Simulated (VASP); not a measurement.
Set up this calculation in VASP 6.6.1, as the native input.

```
Task                               : single point
Functional                         : HSE06
Potentials or basis                : VASP PAW PBE potentials, release 64 (Si, Ti_sv)
Cutoff                             : 400 eV
k mesh                             : 1 × 1 × 1, shifted
Occupations                        : fermi-dirac, width 0.05 eV
Spin                               : no spin polarisation
Dipole correction                  : no
Grid for exact exchange (PRECFOCK) : Fast
Further INCAR settings             : LREAL = Auto; ALGO = Normal; EDIFF = 1e-06; NBANDS = 174; ISYM = -1
Share of exact exchange            : 0.25
Screening parameter                : 0.2079 1/Å
```

TiSi31 (a cell with a defect):

```
CELL_PARAMETERS angstrom
10.86558 0.00000 0.00000
0.00000 10.86558 0.00000
0.00000 0.00000 10.86558
ATOMIC_POSITIONS crystal
Si 0.99986 0.00044 0.00105
Si 0.99635 0.99921 0.50186
Si 0.99639 0.50126 0.99983
Si 0.03131 0.53144 0.53202
Si 0.50160 0.99622 0.99681
Si 0.50180 0.99974 0.49920
Si 0.50176 0.49859 0.00026
Si 0.12411 0.12813 0.12872
Si 0.12394 0.12462 0.62636
Si 0.12399 0.62575 0.12529
Si 0.62587 0.12388 0.12449
Si 0.62937 0.12517 0.62369
Si 0.62933 0.62309 0.12572
Si 0.59445 0.59292 0.59354
Si 0.25267 0.24752 0.00564
Si 0.25405 0.25242 0.50695
Si 0.24780 0.74794 0.99657
Si 0.24376 0.75806 0.47882
Si 0.75357 0.25008 0.00360
Si 0.76262 0.25252 0.50681
Si 0.74583 0.74914 0.99652
Si 0.73835 0.73673 0.49945
Si 0.37791 0.37643 0.12896
Si 0.38198 0.36629 0.64671
Si 0.37305 0.87683 0.11993
Si 0.37168 0.87196 0.61859
Si 0.87989 0.37520 0.12905
Si 0.88738 0.38764 0.62611
Si 0.87215 0.87428 0.12194
Si 0.86312 0.87184 0.61875
Si 0.25265 0.00504 0.24811
Si 0.24784 0.99597 0.74853
Si 0.25413 0.50633 0.25306
Si 0.24374 0.47822 0.75858
Si 0.75358 0.00300 0.25067
Si 0.74584 0.99592 0.74974
Si 0.76258 0.50623 0.25306
Si 0.73840 0.49887 0.73736
Si 0.37789 0.12838 0.37703
Si 0.37306 0.11934 0.87743
Si 0.38201 0.64615 0.36695
Si 0.37161 0.61801 0.87249
Si 0.87989 0.12845 0.37578
Si 0.87216 0.12134 0.87489
Si 0.88733 0.62549 0.38820
Si 0.86315 0.61814 0.87249
Si 0.00873 0.25904 0.25964
Si 0.99699 0.24845 0.75115
Si 0.99697 0.75055 0.24905
Si 0.97996 0.74818 0.74876
Si 0.50795 0.25315 0.25376
Si 0.50784 0.23837 0.75933
Si 0.50783 0.75875 0.23897
Si 0.49507 0.73425 0.73485
Si 0.13064 0.39012 0.39070
Si 0.11793 0.36562 0.88659
Si 0.11789 0.88599 0.36622
Si 0.11778 0.87120 0.87177
Si 0.64577 0.37615 0.37677
Si 0.62876 0.37382 0.87649
Si 0.62874 0.87593 0.37442
Si 0.61701 0.86531 0.86591
Ti 0.44833 0.45024 0.45081
Ti 0.17741 0.67413 0.67473
```

The input as run:

POSCAR

```
TiSi31
1.0
   10.8655790000      0.0000000000      0.0000000000
    0.0000000000     10.8655790000      0.0000000000
    0.0000000000      0.0000000000     10.8655790000
Si Ti
62 2
Direct
    0.9998570000      0.0004380000      0.0010480000
    0.9963470000      0.9992110000      0.5018590000
    0.9963910000      0.5012620000      0.9998310000
    0.0313120000      0.5314390000      0.5320160000
    0.5016020000      0.9962200000      0.9968130000
    0.5018020000      0.9997440000      0.4991960000
    0.5017560000      0.4985920000      0.0002610000
    0.1241100000      0.1281320000      0.1287220000
    0.1239410000      0.1246150000      0.6263580000
    0.1239880000      0.6257540000      0.1252910000
    0.6258740000      0.1238840000      0.1244880000
    0.6293710000      0.1251700000      0.6236870000
    0.6293260000      0.6230910000      0.1257230000
    0.5944470000      0.5929160000      0.5935380000
    0.2526680000      0.2475150000      0.0056390000
    0.2540530000      0.2524200000      0.5069460000
    0.2478050000      0.7479370000      0.9965730000
    0.2437600000      0.7580620000      0.4788220000
    0.7535730000      0.2500760000      0.0036030000
    0.7626210000      0.2525220000      0.5068140000
    0.7458330000      0.7491360000      0.9965210000
    0.7383520000      0.7367300000      0.4994500000
    0.3779130000      0.3764310000      0.1289630000
    0.3819790000      0.3662920000      0.6467120000
    0.3730520000      0.8768320000      0.1199300000
    0.3716780000      0.8719580000      0.6185920000
    0.8798920000      0.3752030000      0.1290510000
    0.8873750000      0.3876370000      0.6261070000
    0.8721540000      0.8742790000      0.1219390000
    0.8631160000      0.8718420000      0.6187470000
    0.2526510000      0.0050440000      0.2481120000
    0.2478430000      0.9959670000      0.7485290000
    0.2541290000      0.5063310000      0.2530630000
    0.2437360000      0.4782200000      0.7585800000
    0.7535800000      0.0029980000      0.2506700000
    0.7458360000      0.9959240000      0.7497450000
    0.7625770000      0.5062270000      0.2530590000
    0.7384020000      0.4988730000      0.7373620000
    0.3778900000      0.1283770000      0.3770290000
    0.3730590000      0.1193420000      0.8774280000
    0.3820100000      0.6461490000      0.3669480000
    0.3716060000      0.6180090000      0.8724880000
    0.8798900000      0.1284520000      0.3757850000
    0.8721580000      0.1213450000      0.8748870000
    0.8873350000      0.6254940000      0.3882020000
    0.8631510000      0.6181400000      0.8724940000
    0.0087320000      0.2590370000      0.2596350000
    0.9969920000      0.2484460000      0.7511500000
    0.9969750000      0.7505480000      0.2490520000
    0.9799640000      0.7481800000      0.7487630000
    0.5079510000      0.2531520000      0.2537590000
    0.5078450000      0.2383730000      0.7593280000
    0.5078270000      0.7587540000      0.2389690000
    0.4950750000      0.7342490000      0.7348470000
    0.1306350000      0.3901200000      0.3906980000
    0.1179290000      0.3656250000      0.8865860000
    0.1178930000      0.8859920000      0.3662190000
    0.1177760000      0.8711970000      0.8717660000
    0.6457700000      0.3761500000      0.3767690000
    0.6287640000      0.3738190000      0.8764880000
    0.6287380000      0.8759260000      0.3744180000
    0.6170120000      0.8653090000      0.8659150000
    0.4483290000      0.4502380000      0.4508140000
    0.1774080000      0.6741320000      0.6747290000
```

INCAR.step1

```
SYSTEM = TiSi31
  PREC = Accurate
  ENCUT = 400
  EDIFF = 1E-5
  ISMEAR = -1
  SIGMA = 0.05
  LREAL = Auto
  LASPH = .True.
  NELM = 120
  ALGO = Normal
  ISIF = 2
  LWAVE = .True.
  LCHARG = .False.
  NBANDS = 174
  GGA = PE
  ISYM = -1
  GGA_COMPAT = .False.
```

INCAR.step2

```
SYSTEM = TiSi31
  PREC = Accurate
  ENCUT = 400
  EDIFF = 1E-6
  ISMEAR = -1
  SIGMA = 0.05
  LREAL = Auto
  LASPH = .True.
  NELM = 120
  ALGO = Normal
  ISIF = 2
  LWAVE = .False.
  LCHARG = .False.
  GGA = PE
  LHFCALC = .True.
  HFSCREEN = 0.2079
  PRECFOCK = Fast
  NBANDS = 174
  ISTART = 1
  ISYM = -1
  GGA_COMPAT = .False.
```

KPOINTS

```
explicit points
1
Reciprocal
  0.25000000   0.25000000   0.25000000 1
```

Potentials or basis: VASP PAW PBE potentials, release 64 (Si, Ti_sv).

The run is started by

```sh
$ cat potpaw_PBE.64/Si/POTCAR potpaw_PBE.64/Ti_sv/POTCAR > POTCAR
$ cp INCAR.step1 INCAR
$ mpirun -np 1 vasp_std > vasp.out
$ cp INCAR.step2 INCAR
$ mpirun -np 1 vasp_std > vasp.out
```

Results of the run:

```json
{
 "Pressure": "-0.5 GPa",
 "Largest force": "0.348 eV/Å",
 "Band gap on the k mesh": "1.60 eV"
}
```

Caveat: the PAW data sets were made with another functional, which shifts forces and pressure a little.

Run time: 26 min on 1 thread of Intel(R) Xeon(R) Platinum 8259CL CPU @ 2.50GHz (Skylake/Cascade Lake), on a shared host, peak memory 0.99 GiB.
